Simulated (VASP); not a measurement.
# TaN (P-6m2) in VASP: notebook

TaN is run at these levels: PBE; tasks: single point, relaxation of cell and atoms.

Everything below comes from runs of VASP 6.6.1. Logs are shortened: lines on timing, memory, paths and dates and some standing lists are left out, and cuts for length are marked.

## Step 1: The cell of the first run

Symmetry: P-6m2, No. 187, hexagonal system. The conventional cell has a = 2.950 Å, b = 2.950 Å, c = 2.897 Å, α = 90.00°, β = 90.00°, γ = 120.00°. Ta (site symmetry -6m2) has 6 N at 2.24 Å and 8 Ta at 2.90 to 2.95 Å within 3.0 Å. Within 3.0 Å of N (site symmetry -6m2) lie 6 Ta at 2.24 Å and 8 N at 2.90 to 2.95 Å.

## Step 2: Single point, PBE

Contents of INCAR:

```
SYSTEM = TaN
PREC = Accurate ; ENCUT = 520
EDIFF = 1E-6 ; ISMEAR = -1
SIGMA = 0.15 ; LREAL = .FALSE.
LASPH = .TRUE. ; NELM = 100
ALGO = Normal ; ISIF = 2
LWAVE = .FALSE. ; LCHARG = .TRUE.
GGA = PE ; LELF = .TRUE.
LVHAR = .TRUE. ; NBANDS = 15
```

Contents of KPOINTS:

```
Automatic mesh
0
G
  18 18 14
  0 0 0
```

Contents of POSCAR:

```
TaN
1.0
    2.9504707847      0.0000000000      0.0000000000
   -1.4752353923      2.5551826527      0.0000000000
    0.0000000000      0.0000000000      2.8973536941
Ta N
1 1
Direct
    0.3333333333      0.6666666667      0.5000000000
    0.0000000000      0.0000000000      0.0000000000
```

Potentials or basis: VASP PAW PBE potentials, release 64 (Ta_pv, N).

Command:

```console
> cat potpaw_PBE.64/Ta_pv/POTCAR potpaw_PBE.64/N/POTCAR > POTCAR
> mpirun -np 1 vasp_std > vasp.out
```

OUTCAR:

```text
SYSTEM = TaN
   PREC = Accurate
   ENCUT = 520
   EDIFF = 1E-6
   ISMEAR = -1
   LREAL = .FALSE.
   LASPH = .TRUE.
   NELM = 100
   ISIF = 2
   GGA = PE

 ion  position               nearest neighbor table
   1  0.333  0.667  0.500-   2 2.24   2 2.24   2 2.24   2 2.24   2 2.24   2 2.24
   2  0.000  0.000  0.000-   1 2.24   1 2.24   1 2.24   1 2.24   1 2.24   1 2.24

  LATTYP: Found a hexagonal cell.
 ALAT       =     2.9504707847
 C/A-ratio  =     0.9819970796

  Lattice vectors:

 A1 = (   2.9504707847,   0.0000000000,   0.0000000000)
 A2 = (  -1.4752353923,   2.5551826527,   0.0000000000)
 A3 = (   0.0000000000,   0.0000000000,   2.8973536941)

Analysis of symmetry for initial positions (statically):
=====================================================================
 Subroutine PRICEL returns:
 Original cell was already a primitive cell.

 Routine SETGRP: Setting up the symmetry group for a
 hexagonal supercell.

 Subroutine GETGRP returns: Found 12 space group operations
 (whereof 12 operations were pure point group operations)
 out of a pool of 24 trial point group operations.

The static configuration has the point symmetry D_3h.

Analysis of symmetry for dynamics (positions and initial velocities):
=====================================================================
 Subroutine PRICEL returns:
 Original cell was already a primitive cell.

 Routine SETGRP: Setting up the symmetry group for a
 hexagonal supercell.

 Subroutine GETGRP returns: Found 12 space group operations
 (whereof 12 operations were pure point group operations)
 out of a pool of 24 trial point group operations.

The dynamic configuration has the point symmetry D_3h.

 Subroutine INISYM returns: Found 12 space group operations
 (whereof 12 operations are pure point group operations),
 and found     1 'primitive' translations

----------------------------------------------------------------------------------------

                                     Primitive cell

  volume of cell :      21.8431

  direct lattice vectors                    reciprocal lattice vectors
     2.950470785  0.000000000  0.000000000     0.338928962  0.195680727  0.000000000
    -1.475235392  2.555182653  0.000000000     0.000000000  0.391361455  0.000000000
     0.000000000  0.000000000  2.897353694     0.000000000  0.000000000  0.345142535

  length of vectors
     2.950470785  2.950470785  2.897353694     0.391361455  0.391361455  0.345142535

  position of ions in fractional coordinates (direct lattice)
     0.333333333  0.666666667  0.500000000
     0.000000000  0.000000000  0.000000000

  ion indices of the primitive-cell ions
   primitive index   ion index
                 1           1
                 2           2

----------------------------------------------------------------------------------------

 KPOINTS: Automatic mesh

Automatic generation of k-mesh.
 Grid dimensions read from file:
 generate k-points for:   18   18   14

 Generating k-lattice:

  Cartesian coordinates                     Fractional coordinates (reciprocal lattice)
     0.018829387  0.010871152  0.000000000     0.055555556 -0.000000000  0.000000000
     0.000000000  0.021742303  0.000000000     0.000000000  0.055555556  0.000000000
     0.000000000  0.000000000  0.024653038     0.000000000  0.000000000  0.071428571

  Length of vectors
     0.021742303  0.021742303  0.024653038

  Shift w.r.t. Gamma in fractional coordinates (k-lattice)
     0.000000000  0.000000000  0.000000000

 Subroutine IBZKPT returns following result:
 ===========================================

 Found    296 irreducible k-points:

 Following reciprocal coordinates:
            Coordinates               Weight
  0.000000  0.000000  0.000000      1.000000
  0.055556  0.000000  0.000000      6.000000
  0.111111  0.000000  0.000000      6.000000
  0.166667 -0.000000  0.000000      6.000000
  0.222222  0.000000  0.000000      6.000000
  0.277778 -0.000000  0.000000      6.000000
[... 16 lines left out ...]
  0.333333  0.111111  0.000000     12.000000
  0.388889  0.111111  0.000000     12.000000
 [... further k-points ...]
   k-points           NKPTS =    296   k-points in BZ     NKDIM =    296   number of bands    NBANDS=     15
   number of dos      NEDOS =    301   number of ions     NIONS =      2
   total plane-waves  NPLWV =  13824
   dimension x,y,z NGX =    24 NGY =   24 NGZ =   24
   dimension x,y,z NGXF=    48 NGYF=   48 NGZF=   48
   ions per type =               1   1
   NGX,Y,Z   is equivalent  to a cutoff of  13.52, 13.52, 13.77 a.u.
   NGXF,Y,Z  is equivalent  to a cutoff of  27.05, 27.05, 27.54 a.u.
 SYSTEM =  TaN
   PREC   = accura    normal or accurate (medium, high low for compatibility)
   ISTART =      0    job   : 0-new  1-cont  2-samecut
   ICHARG =      2    charge: 1-file 2-atom 10-const
   ISPIN  =      1    spin polarized calculation?
   LNONCOLLINEAR =      F non collinear calculations
   LSORBIT =      F    spin-orbit coupling
   LASPH  =      T    aspherical Exc in radial PAW
   ENCUT  =  520.0 eV  38.22 Ry    6.18 a.u.   5.49  5.49  5.39*2*pi/ulx,y,z
   NELM   =    100;   NELMIN=  2; NELMDL= -5     # of ELM steps
   EDIFF  = 0.1E-05   stopping-criterion for ELM
   LREAL  =      F    real-space projection
   EDIFFG = 0.1E-04   stopping-criterion for IOM
   NSW    =      0    number of steps for IOM
   IBRION =     -1    ionic relax: 0-MD 1-quasi-New 2-CG
   NFREE  =      0    steps in history (QN), initial steepest desc. (CG)
   ISIF   =      2    stress and relaxation
   ISYM   =      2    0-nonsym 1-usesym 2-fastsym
   POTIM  = 0.5000    time-step for ionic-motion
   TEBEG  =    0.0;   TEEND  =   0.0 temperature during run
   PSTRESS=    0.0 pullay stress
   NELECT =      16.0000    total number of electrons
   NUPDOWN=      -1.0000    fix difference up-down
   EMIN   =  10.00;   EMAX   =-10.00  energy-range for DOS
   EFERMI =   0.00;   METHOD = LEGACY
   ISMEAR =    -1;   SIGMA  =   0.15  broadening in eV -4-tet -1-fermi 0-gaus
   EFERMI_NEDOS =   21; number of points for ismear=-14 and -15
   IALGO  =     38    algorithm
   IMIX   =      4    mixing-type and parameters
     AMIX     =   0.40;   BMIX     =  1.00
     AMIX_MAG =   1.60;   BMIX_MAG =  1.00
  volume/ion in A,a.u.               =      10.92        73.70
  Fermi-wavevector in a.u.,A,eV,Ry     =   1.475740  2.788745 29.630891  2.177809
  Thomas-Fermi vector in A             =   2.590352
   LORBIT       =      0    0 simple, 1 ext, 2 COOP (PROOUT), +10 PAW based schemes
   GGA     = PE    functional components
   LHFCALC =     F    Hartree Fock is set to
   AEXX    =    0.0000 exact exchange contribution
   IVDW    =     0    specifies the selected vdW correction
   LEPSILON=     F    determine dielectric tensor
   LRPA    =     F    only Hartree local field effects (RPA)
 non-spin polarized calculation
  energy-cutoff  :      520.00
  volume of cell :       21.84
 maximum number of plane-waves:       617
 NGX is ok and might be reduce to    24
   NGX = 11   NGY = 11   NGZ = 11

 number of electron      16.0000001 magnetization

 Free energy of the ion-electron system (eV)
  ---------------------------------------------------
  ext. energy  EPLUGINS =         0.00000000
  ---------------------------------------------------
  free energy    TOTEN  =       -22.44928212 eV

  energy without entropy =      -22.43995102  energy(sigma->0) =      -22.44461657

 E-fermi :   8.1450     XC(G=0): -13.2720

 val. band max:        8.1390883712   @ k =   0.0556   0.0000   0.5000
 cond. band min:       8.1693960937   @ k =   0.0556   0.0000   0.4286
 fundamental gap:      0.0303077225
 Fermi energy:         8.1449527576

 k-point     1 :       0.0000    0.0000    0.0000
  band No.  band energies     occupation
      1     -26.7736      2.00000
      2     -26.5130      2.00000
      3     -26.5130      2.00000
      4      -9.5641      2.00000
      5       3.6148      2.00000
      6       3.6148      2.00000
      7       3.9656      2.00000
      8       5.1991      2.00000
      9      10.2296      0.00000
     10      11.6333      0.00000
     11      11.6333      0.00000
     12      12.0413      0.00000
     13      12.0413      0.00000
     14      21.1259      0.00000
     15      21.4717      0.00000

 k-point     2 :       0.0556    0.0000    0.0000
  band No.  band energies     occupation
      1     -26.7696      2.00000
      2     -26.5452      2.00000
      3     -26.5199      2.00000
      4      -9.5013      2.00000
      5       3.4091      2.00000
      6       3.6626      2.00000
      7       4.0617      2.00000
      8       5.1072      2.00000
      9      10.4682      0.00000
     10      11.4976      0.00000
     11      11.6429      0.00000
     12      12.0087      0.00000
     13      12.1280      0.00000
     14      21.1206      0.00000
     15      21.4685      0.00000

 k-point     3 :       0.1111    0.0000    0.0000
  band No.  band energies     occupation
      1     -26.7579      2.00000
      2     -26.6368      2.00000
      3     -26.5396      2.00000
      4      -9.3196      2.00000
      5       2.9172      2.00000
      6       3.7987      2.00000
      7       4.2941      2.00000
      8       4.8571      2.00000
      9      10.9660      0.00000
     10      11.2697      0.00000
     11      11.6803      0.00000
     12      11.9162      0.00000
     13      12.3547      0.00000
     14      21.1011      0.00000
     15      21.4608      0.00000
[... 343 lines left out ...]
 k-point    23 :       0.3333    0.1111    0.0000
  band No.  band energies     occupation
      1     -27.3676      2.00000
      2     -26.7784      2.00000
      3     -26.6491      2.00000
      4      -7.5196      2.00000
      5       0.3039      2.00000
      6       3.1783      2.00000
      7       4.0232      2.00000
      8       5.8083      2.00000
      9      10.4503      0.00000
     10      10.5289      0.00000
     11      12.8586      0.00000
     12      13.9823      0.00000
     13      15.6637      0.00000
     14      21.0043      0.00000
     15      21.4566      0.00000

 k-point    24 :       0.3889    0.1111    0.0000
  band No.  band energies     occupation
      1     -27.4365      2.00000
      2     -26.8031      2.00000
      3     -26.6379      2.00000
      4      -7.3153      2.00000
      5       0.1131      2.00000
      6       3.0447      2.00000
      7       3.9020      2.00000
      8       5.8589      2.00000
      9      10.3949      0.00000
     10      11.1195      0.00000
     11      12.5856      0.00000
     12      14.0618      0.00000
     13      16.5470      0.00000
     14      20.0504      0.00000
     15      21.4392      0.00000

 [... further k-points ...]
[... 5 lines left out ...]
  --------------------------------------------------------------------------------------
  -------------------------------------------------------------------------------------
  Total        0.0821334      0.0821334      0.1039613      0.0000000     -0.0000000      0.0000000
  in kB        6.0244251      6.0244251      7.6254841      0.0000000     -0.0000000      0.0000000
  external PRESSURE =       6.5581115 kB  Pullay stress =       0.0000000 kB

 VOLUME and BASIS-vectors are now :
 -----------------------------------------------------------------------------
  energy-cutoff  :      520.00
  volume of cell :       21.84
      direct lattice vectors                 reciprocal lattice vectors
     2.950470785  0.000000000  0.000000000     0.338928962  0.195680727  0.000000000
    -1.475235392  2.555182653  0.000000000     0.000000000  0.391361455  0.000000000
     0.000000000  0.000000000  2.897353694     0.000000000  0.000000000  0.345142535

 POSITION                                       TOTAL-FORCE (eV/Angst)
 -----------------------------------------------------------------------------------
     -0.00000      1.70346      1.44868         0.000000     -0.000000      0.000000
      0.00000      0.00000      0.00000        -0.000000      0.000000      0.000000
 -----------------------------------------------------------------------------------
    total drift:                                0.000000     -0.000000     -0.000000

  FREE ENERGIE OF THE ION-ELECTRON SYSTEM (eV)
  ---------------------------------------------------
  free  energy   TOTEN  =       -22.4492821188 eV

  energy  without entropy=      -22.4399510198  energy(sigma->0) =      -22.44461657
```

It took 29 s on 1 thread of Intel Xeon 6975P-C (Granite Rapids), shared host; peak memory 0.22 GiB.

Results:

- Free energy: -22.4493 eV
- Pressure: 0.7 GPa
- Band gap on the k mesh: zero (bands 8 and 9 overlap by 0.30 eV)

Caveat: spin-orbit coupling is left out, which moves the levels of the heavy elements.

## Step 3: Relaxation of cell and atoms, PBE

Contents of INCAR:

```
SYSTEM = TaN
PREC = Accurate ; ENCUT = 600
EDIFF = 1E-7 ; ISMEAR = -1
SIGMA = 0.15 ; LREAL = .FALSE.
LASPH = .TRUE. ; NELM = 60
ALGO = Normal ; ISIF = 3
LWAVE = .FALSE. ; LCHARG = .FALSE.
GGA = PE ; IBRION = 2
NSW = 80 ; EDIFFG = -0.001
```

Contents of KPOINTS:

```
regular mesh
0
G
  18 18 14
  0 0 0
```

Contents of POSCAR:

```
TaN
1.0
    2.9501846798      0.0000000000      0.0000000000
   -1.4750923399      2.5549348785      0.0000000000
    0.0000000000      0.0000000000      2.8977716015
Ta N
1 1
Direct
    0.3333333333      0.6666666667      0.5000000000
    0.0000000000      0.0000000000      0.0000000000
```

Potentials or basis: VASP PAW PBE potentials, release 64 (Ta_pv, N).

Command:

```console
> cat potpaw_PBE.64/Ta_pv/POTCAR potpaw_PBE.64/N/POTCAR > POTCAR
> mpirun -np 1 vasp_std > vasp.out
```

Run time: 1.7 min. Hardware: 1 thread of Intel Xeon 6975P-C (Granite Rapids), shared host; peak memory 0.24 GiB.

It converged, with:

```
Free energy                           : -22.4516 eV
Relaxed volume                        : 10.94 Å³/atom
Relaxed cell                          : a = 2.952 Å, b = 2.952 Å, c = 2.899 Å, α = 90.00°, β = 90.00°, γ = 120.00°
Space group after relaxing (to 0.1 Å) : P-6m2 (No. 187)
Energy gained by relaxing             : 0.0 meV/atom
Ionic steps                           : 8
Pressure after relaxing               : 0.0 GPa
Band gap on the k mesh                : zero (bands 8 and 9 overlap by 0.29 eV)
```

Final structure:
```cif
data_structure
_symmetry_space_group_name_H-M 'P 1'
_symmetry_Int_Tables_number 1
_cell_length_a 2.9519
_cell_length_b 2.9519
_cell_length_c 2.8992
_cell_angle_alpha 90.000
_cell_angle_beta 90.000
_cell_angle_gamma 120.000
_cell_volume 21.88
loop_
_atom_site_label
_atom_site_type_symbol
_atom_site_fract_x
_atom_site_fract_y
_atom_site_fract_z
_atom_site_occupancy
Ta1 Ta 0.33333 0.66667 0.50000 1
N1 N 0.00000 0.00000 0.00000 1
```

Levels at points of the mesh, in eV from the Fermi level:
```
           k point  band 6  band 7  band 8  band 9  band 10  band 11
(0.00, 0.00, 0.00)   -4.52   -4.17   -2.94    2.07     3.48     3.48
(0.50, 0.00, 0.00)   -5.15   -3.45   -3.18    2.92     3.91     5.10
(0.00, 0.00, 0.50)   -3.72   -3.72   -0.11   -0.11     2.31     3.26
(0.50, 0.00, 0.50)   -6.16   -5.62   -0.43    4.02     5.21     5.87
```

Caveat: spin-orbit coupling is left out, which moves the levels of the heavy elements.

## Step 4: Relaxation of cell and atoms, PBE, target pressure 25 GPa, at which the enthalpy is minimised

Contents of INCAR:

```
PREC = Accurate
ENCUT = 600
EDIFF = 1E-6
ISMEAR = -1
SIGMA = 0.15
LREAL = F
LASPH = T
NELM = 80
ALGO = Normal
ISIF = 3
LWAVE = F
LCHARG = F
GGA = PE
IBRION = 2
NSW = 80
EDIFFG = -0.001
PSTRESS = 250.0
```

Contents of KPOINTS:

```
Automatic mesh
0
Gamma
  18 18 14
```

Contents of POSCAR:

```
TaN
1.0
    2.9504707847      0.0000000000      0.0000000000
   -1.4752353923      2.5551826527      0.0000000000
    0.0000000000      0.0000000000      2.8973536941
Ta N
1 1
Direct
    0.3333333333      0.6666666667      0.5000000000
    0.0000000000      0.0000000000      0.0000000000
```

Command:

```console
> cat potpaw_PBE.64/Ta_pv/POTCAR potpaw_PBE.64/N/POTCAR > POTCAR
> mpirun -np 1 vasp_std > vasp.out
```

Run time: 3.2 min. Hardware: 1 thread of Intel Xeon 6975P-C (Granite Rapids), shared host; peak memory 0.25 GiB.

Results (log left out):

```
Free energy                                                : -22.3511 eV
Relaxed volume                                             : 10.26 Å³/atom
Relaxed cell                                               : a = 2.885 Å, b = 2.885 Å, c = 2.845 Å, α = 90.00°, β = 90.00°, γ = 120.00°
Space group after relaxing (to 0.1 Å)                      : P-6m2 (No. 187)
Energy change on relaxing (the run minimises the enthalpy) : +50.2 meV/atom
Ionic steps                                                : 23
Pressure after relaxing                                    : 25.0 GPa
Band gap on the k mesh                                     : zero (bands 8 and 9 overlap by 0.30 eV)
```

Step by step:
```tsv
step	energy change (eV)	largest force (eV/Å)	pressure (GPa)	volume (Å³)
1	0.0000	0.0000	0.55	21.84
2	1.8060	0.0000	147.83	16.99
3	0.0851	0.0000	22.85	20.62
4	0.0970	0.0000	24.57	20.54
5	0.1009	0.0000	25.09	20.51
6	0.1025	0.0000	25.14	20.50
7	0.1013	0.0000	25.13	20.51
8	0.1013	0.0000	25.12	20.51
9	0.1018	0.0000	25.14	20.50
10	0.1014	0.0000	25.12	20.51
11	0.0987	0.0000	24.78	20.52
12	0.1004	0.0000	24.98	20.51
13	0.1006	0.0000	25.00	20.51
14	0.1006	0.0000	25.01	20.51
15	0.1006	0.0000	25.02	20.51
16	0.1005	0.0000	25.02	20.51
17	0.1002	0.0000	24.97	20.51
18	0.1004	0.0000	25.00	20.51
19	0.1005	0.0000	25.00	20.51
20	0.1005	0.0000	25.00	20.51
21	0.1005	0.0000	25.00	20.51
22	0.1005	0.0000	25.00	20.51
23	0.1004	0.0000	25.00	20.51
```

Final structure:
```yaml
crystal:
  lattice:
    - [2.88535, 0.00000, 0.00000]
    - [-1.44268, 2.49879, 0.00000]
    - [0.00000, 0.00000, 2.84521]
  atoms:
    - { symbol: Ta, position: [0.33333, 0.66667, 0.50000] }
    - { symbol: N, position: [0.00000, 0.00000, 0.00000] }
```

Levels at points of the mesh, in eV from the Fermi level:
```tsv
k point	band 5	band 6	band 7	band 8	band 9	band 10	band 11	band 12
(0.00, 0.00, 0.00)	-4.79	-4.79	-4.49	-3.05	2.59	3.75	3.75	4.25
(0.50, 0.00, 0.00)	-8.60	-5.53	-3.73	-3.29	3.16	4.33	5.44	5.67
(0.00, 0.00, 0.50)	-9.70	-3.93	-3.93	-0.14	-0.14	2.44	3.48	3.48
(0.50, 0.00, 0.50)	-7.65	-6.43	-5.98	-0.31	4.48	5.74	6.42	7.53
```

Caveat: the cell is relaxed towards a set pressure, so the run minimises the enthalpy, not the energy; spin-orbit coupling is left out, which moves the levels of the heavy elements.

## Step 5: Overview

| task | cell | cutoff (eV) | gap on the mesh (eV) | pressure (GPa) |
| --- | --- | --- | --- | --- |
| single point | a = 2.950, b = 2.950, c = 2.897 Å, angles 90.0, 90.0, 120.0°, 2 atoms | 520 | none | 0.7 |
| relaxation of cell and atoms | relaxed from a = 2.950, b = 2.950, c = 2.898 Å, angles 90.0, 90.0, 120.0°, 2 atoms | 600 | none | 0.0 |
| relaxation of cell and atoms | relaxed to 25 GPa from a = 2.950, b = 2.950, c = 2.897 Å, angles 90.0, 90.0, 120.0°, 2 atoms | 600 | none | 25.0 |

Alike in all rows: level PBE; potentials or basis VASP PAW PBE potentials, release 64 (Ta_pv, N); no spin polarisation; k mesh 18 × 18 × 14; smearing fermi-dirac 0.15 eV.

Caveats: spin-orbit coupling is left out, which moves the levels of the heavy elements; the cell is relaxed towards a set pressure, so the run minimises the enthalpy, not the energy (at least some runs).

Absolute energies hang on the potentials; compare differences alone.
